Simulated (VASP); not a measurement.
# Co (P6_3/mmc) in VASP: single point with PBEsol

Aim: the single point of Co with PBEsol.

Everything below comes from runs of VASP 6.6.1. Logs are shortened: lines on timing, memory, paths and dates and some standing lists are left out, and cuts for length are marked.

## Step 1: The cell of the first run

The structure is hexagonal, space group P6_3/mmc (No. 194). The conventional cell has a = 2.568 Å, b = 2.568 Å, c = 4.171 Å, α = 90.00°, β = 90.00°, γ = 120.00°. Co (site symmetry -6m2) has 12 Co at 2.56 to 2.57 Å within 3.4 Å.

## Step 2: Single point, PBEsol, collinear spin, ferromagnetic start (11.91 Å³/atom)

File INCAR:

```
ALGO = Normal ; EDIFF = 1E-6
ENCUT = 520 ; GGA = PS
ISIF = 2 ; ISMEAR = -1
ISPIN = 2 ; LASPH = True
LCHARG = True ; LELF = True
LMAXMIX = 4 ; LORBIT = 11
LREAL = False ; LVHAR = True
LWAVE = False ; MAGMOM = 2 2
NBANDS = 20 ; NELM = 150
PREC = Accurate ; SIGMA = 0.05
```

File KPOINTS:

```
k-points
0
Gamma
  19 19 10
```

File POSCAR:

```
Co
1.0
    2.5684055861      0.0000000000      0.0000000000
   -1.2842027931      2.2243044849      0.0000000000
    0.0000000000      0.0000000000      4.1712360565
Co
2
Direct
    0.3333333333      0.6666666667      0.2500000000
    0.6666666667      0.3333333333      0.7500000000
```

Potentials or basis: VASP PAW PBE potentials, release 64 (Co).

The run is started by

```sh
$ cat potpaw_PBE.64/Co/POTCAR > POTCAR
$ mpirun -np 1 vasp_std > vasp.out
```

OUTCAR:

```text
EDIFF = 1E-6
   ENCUT = 520
   GGA = PS
   ISIF = 2
   ISMEAR = -1
   ISPIN = 2
   LASPH = True
   LORBIT = 11
   LREAL = False
   NELM = 150
   PREC = Accurate

 ion  position               nearest neighbor table
   1  0.333  0.667  0.250-   2 2.56   2 2.56   2 2.56   2 2.56   2 2.56   2 2.56
   2  0.667  0.333  0.750-   1 2.56   1 2.56   1 2.56   1 2.56   1 2.56   1 2.56

  LATTYP: Found a hexagonal cell.
 ALAT       =     2.5684055861
 C/A-ratio  =     1.6240566050

  Lattice vectors:

 A1 = (   2.5684055861,   0.0000000000,   0.0000000000)
 A2 = (  -1.2842027931,   2.2243044849,   0.0000000000)
 A3 = (   0.0000000000,   0.0000000000,   4.1712360565)

Analysis of symmetry for initial positions (statically):
=====================================================================
 Subroutine PRICEL returns:
 Original cell was already a primitive cell.

 Routine SETGRP: Setting up the symmetry group for a
 hexagonal supercell.

 Subroutine GETGRP returns: Found 24 space group operations
 (whereof 12 operations were pure point group operations)
 out of a pool of 24 trial point group operations.

The static configuration has the point symmetry D_3d.
 The point group associated with its full space group is D_6h.

Analysis of symmetry for dynamics (positions and initial velocities):
=====================================================================
 Subroutine PRICEL returns:
 Original cell was already a primitive cell.

 Routine SETGRP: Setting up the symmetry group for a
 hexagonal supercell.

 Subroutine GETGRP returns: Found 24 space group operations
 (whereof 12 operations were pure point group operations)
 out of a pool of 24 trial point group operations.

The dynamic configuration has the point symmetry D_3d.
 The point group associated with its full space group is D_6h.

Analysis of structural, dynamic, and magnetic symmetry:
=====================================================================
 Subroutine PRICEL returns:
 Original cell was already a primitive cell.

 Routine SETGRP: Setting up the symmetry group for a
 hexagonal supercell.

 Subroutine GETGRP returns: Found 24 space group operations
 (whereof 12 operations were pure point group operations)
 out of a pool of 24 trial point group operations.

The overall configuration has the point symmetry D_3d.
 The point group associated with its full space group is D_6h.

 Subroutine INISYM returns: Found 24 space group operations
 (whereof 12 operations are pure point group operations),
 and found     1 'primitive' translations

----------------------------------------------------------------------------------------

                                     Primitive cell

  volume of cell :      23.8299

  direct lattice vectors                    reciprocal lattice vectors
     2.568405586  0.000000000  0.000000000     0.389346607  0.224789368  0.000000000
    -1.284202793  2.224304485  0.000000000     0.000000000  0.449578737  0.000000000
     0.000000000  0.000000000  4.171236056     0.000000000  0.000000000  0.239737091

  length of vectors
     2.568405586  2.568405586  4.171236056     0.449578737  0.449578737  0.239737091

  position of ions in fractional coordinates (direct lattice)
     0.333333333  0.666666667  0.250000000
     0.666666667  0.333333333  0.750000000

  ion indices of the primitive-cell ions
   primitive index   ion index
                 1           1
                 2           2

----------------------------------------------------------------------------------------

 KPOINTS: k-points

Automatic generation of k-mesh.
 Grid dimensions read from file:
 generate k-points for:   19   19   10

 Generating k-lattice:

  Cartesian coordinates                     Fractional coordinates (reciprocal lattice)
     0.020491927  0.011831019  0.000000000     0.052631579  0.000000000  0.000000000
     0.000000000  0.023662039  0.000000000     0.000000000  0.052631579  0.000000000
     0.000000000  0.000000000  0.023973709     0.000000000  0.000000000  0.100000000

  Length of vectors
     0.023662039  0.023662039  0.023973709

  Shift w.r.t. Gamma in fractional coordinates (k-lattice)
     0.000000000  0.000000000  0.000000000

 Subroutine IBZKPT returns following result:
 ===========================================

 Found    240 irreducible k-points:

 Following reciprocal coordinates:
            Coordinates               Weight
  0.000000  0.000000  0.000000      1.000000
  0.052632  0.000000  0.000000      6.000000
  0.105263  0.000000  0.000000      6.000000
  0.157895  0.000000  0.000000      6.000000
  0.210526  0.000000  0.000000      6.000000
  0.263158  0.000000  0.000000      6.000000
[... 16 lines left out ...]
  0.263158  0.105263  0.000000     12.000000
  0.315789  0.105263  0.000000     12.000000
 [... further k-points ...]
   k-points           NKPTS =    240   k-points in BZ     NKDIM =    240   number of bands    NBANDS=     20
   number of dos      NEDOS =    301   number of ions     NIONS =      2
   total plane-waves  NPLWV =  12800
   dimension x,y,z NGX =    20 NGY =   20 NGZ =   32
   dimension x,y,z NGXF=    40 NGYF=   40 NGZF=   64
   ions per type =               2
   NGX,Y,Z   is equivalent  to a cutoff of  12.95, 12.95, 12.75 a.u.
   NGXF,Y,Z  is equivalent  to a cutoff of  25.89, 25.89, 25.51 a.u.
 SYSTEM =  unknown system
   PREC   = accura    normal or accurate (medium, high low for compatibility)
   ISTART =      0    job   : 0-new  1-cont  2-samecut
   ICHARG =      2    charge: 1-file 2-atom 10-const
   ISPIN  =      2    spin polarized calculation?
   LNONCOLLINEAR =      F non collinear calculations
   LSORBIT =      F    spin-orbit coupling
   LASPH  =      T    aspherical Exc in radial PAW
   ENCUT  =  520.0 eV  38.22 Ry    6.18 a.u.   4.78  4.78  7.76*2*pi/ulx,y,z
   NELM   =    150;   NELMIN=  2; NELMDL= -5     # of ELM steps
   EDIFF  = 0.1E-05   stopping-criterion for ELM
   LREAL  =      F    real-space projection
   EDIFFG = 0.1E-04   stopping-criterion for IOM
   NSW    =      0    number of steps for IOM
   IBRION =     -1    ionic relax: 0-MD 1-quasi-New 2-CG
   NFREE  =      0    steps in history (QN), initial steepest desc. (CG)
   ISIF   =      2    stress and relaxation
   ISYM   =      2    0-nonsym 1-usesym 2-fastsym
   POTIM  = 0.5000    time-step for ionic-motion
   TEBEG  =    0.0;   TEEND  =   0.0 temperature during run
   PSTRESS=    0.0 pullay stress
   NELECT =      18.0000    total number of electrons
   NUPDOWN=      -1.0000    fix difference up-down
   EMIN   =  10.00;   EMAX   =-10.00  energy-range for DOS
   EFERMI =   0.00;   METHOD = LEGACY
   ISMEAR =    -1;   SIGMA  =   0.05  broadening in eV -4-tet -1-fermi 0-gaus
   EFERMI_NEDOS =   21; number of points for ismear=-14 and -15
   IALGO  =     38    algorithm
   IMIX   =      4    mixing-type and parameters
     AMIX     =   0.40;   BMIX     =  1.00
     AMIX_MAG =   1.60;   BMIX_MAG =  1.00
  volume/ion in A,a.u.               =      11.91        80.41
  Fermi-wavevector in a.u.,A,eV,Ry     =   1.490933  2.817455 30.244135  2.222881
  Thomas-Fermi vector in A             =   2.603652
   LORBIT       =     11    0 simple, 1 ext, 2 COOP (PROOUT), +10 PAW based schemes
   GGA     = PS    functional components
   LHFCALC =     F    Hartree Fock is set to
   AEXX    =    0.0000 exact exchange contribution
   IVDW    =     0    specifies the selected vdW correction
   LEPSILON=     F    determine dielectric tensor
   LRPA    =     F    only Hartree local field effects (RPA)
 spin polarized calculation
  energy-cutoff  :      520.00
  volume of cell :       23.83
 maximum number of plane-waves:       656
 NGX is ok and might be reduce to    20
   NGX =  9   NGY =  9   NGZ = 15

 number of electron      18.0000010 magnetization       3.3563778

 Free energy of the ion-electron system (eV)
  ---------------------------------------------------
  ext. energy  EPLUGINS =         0.00000000
  ---------------------------------------------------
  free energy    TOTEN  =       -15.20168889 eV

  energy without entropy =      -15.18540222  energy(sigma->0) =      -15.19354555

 E-fermi :   8.8172     XC(G=0): -13.0338

 val. band max:        8.8151849487   @ k =   0.3684   0.2105   0.5000
 cond. band min:       8.8203612301   @ k =   0.4211   0.0000   0.5000
 fundamental gap:      0.0051762814
 Fermi energy:         8.8171825578

 spin component 1

 k-point     1 :       0.0000    0.0000    0.0000
  band No.  band energies     occupation
      1       0.3819      1.00000
      2       4.0654      1.00000
      3       6.3001      1.00000
      4       6.3405      1.00000
      5       6.3405      1.00000
      6       6.6032      1.00000
[... 12 lines left out ...]
     19      33.1407      0.00000
     20      33.1408      0.00000
[... 507 lines left out ...]
 k-point    24 :       0.3158    0.1053    0.0000
  band No.  band energies     occupation
      1       3.9938      1.00000
      2       4.8025      1.00000
      3       4.9565      1.00000
      4       5.7844      1.00000
      5       6.1898      1.00000
      6       6.5222      1.00000
[... 12 lines left out ...]
     19      30.4576      0.00000
     20      32.0521      0.00000

 [... further k-points ...]

 spin component 2

 k-point     1 :       0.0000    0.0000    0.0000
  band No.  band energies     occupation
      1       0.4227      1.00000
      2       5.0534      1.00000
      3       7.9747      1.00000
      4       8.0284      1.00000
      5       8.0284      1.00000
      6       8.3413      0.99993
[... 12 lines left out ...]
     19      33.4649      0.00000
     20      33.4649      0.00000
[... 507 lines left out ...]
 k-point    24 :       0.3158    0.1053    0.0000
  band No.  band energies     occupation
      1       4.3641      1.00000
      2       6.1300      1.00000
      3       6.2346      1.00000
      4       6.9361      1.00000
      5       7.8408      1.00000
      6       8.1334      1.00000
[... 12 lines left out ...]
     19      30.8098      0.00000
     20      32.4172      0.00000

 [... further k-points ...]

------------------------ aborting loop because EDIFF is reached ----------------------------------------

  FORCE on cell =-STRESS in cart. coord.  units (eV):
  Direction    XX          YY          ZZ          XY          YZ          ZX
  --------------------------------------------------------------------------------------
  -------------------------------------------------------------------------------------
  Total       -3.6035770     -3.6035770     -3.7265426      0.0000000     -0.0000000     -0.0000000
  in kB     -242.2823503   -242.2823503   -250.5498013      0.0000000     -0.0000000     -0.0000000
  external PRESSURE =    -245.0381673 kB  Pullay stress =       0.0000000 kB

 VOLUME and BASIS-vectors are now :
 -----------------------------------------------------------------------------
  energy-cutoff  :      520.00
  volume of cell :       23.83
      direct lattice vectors                 reciprocal lattice vectors
     2.568405586  0.000000000  0.000000000     0.389346607  0.224789368  0.000000000
    -1.284202793  2.224304485  0.000000000     0.000000000  0.449578737  0.000000000
     0.000000000  0.000000000  4.171236056     0.000000000  0.000000000  0.239737091

 POSITION                                       TOTAL-FORCE (eV/Angst)
 -----------------------------------------------------------------------------------
     -0.00000      1.48287      1.04281         0.000000     -0.000000      0.000000
      1.28420      0.74143      3.12843         0.000000      0.000000      0.000000
 -----------------------------------------------------------------------------------
    total drift:                               -0.000000      0.000000     -0.000000

  FREE ENERGIE OF THE ION-ELECTRON SYSTEM (eV)
  ---------------------------------------------------
  free  energy   TOTEN  =       -15.2016888854 eV

  energy  without entropy=      -15.1854022185  energy(sigma->0) =      -15.19354555

 total charge

# of ion       s       p       d       tot
------------------------------------------
    1        0.453   0.449   7.201   8.103
    2        0.453   0.449   7.201   8.103
--------------------------------------------------
tot          0.906   0.898  14.402  16.206

 magnetization (x)

# of ion       s       p       d       tot
------------------------------------------
    1       -0.013  -0.049   1.773   1.711
    2       -0.013  -0.049   1.773   1.711
--------------------------------------------------
tot         -0.027  -0.098   3.546   3.421
```

It took 3 min on 1 thread of Oxide Virtual Turin-like, shared host; peak memory 0.23 GiB.

Results:

```yaml
Free_energy: -15.2017 eV
Pressure: -24.5 GPa
Net_moment: 3.36 μB per cell
Site_moments: Co +1.71 μB
Valence_electrons_inside_the_program's_atomic_spheres: Co 8.10
```

Stress tensor (GPa, compression positive):
```
-24.23   0.00   0.00
  0.00 -24.23   0.00
  0.00   0.00 -25.05
```

Caveat: the cell stands under tension; the PAW data sets were made with another functional, which shifts forces and pressure a little.
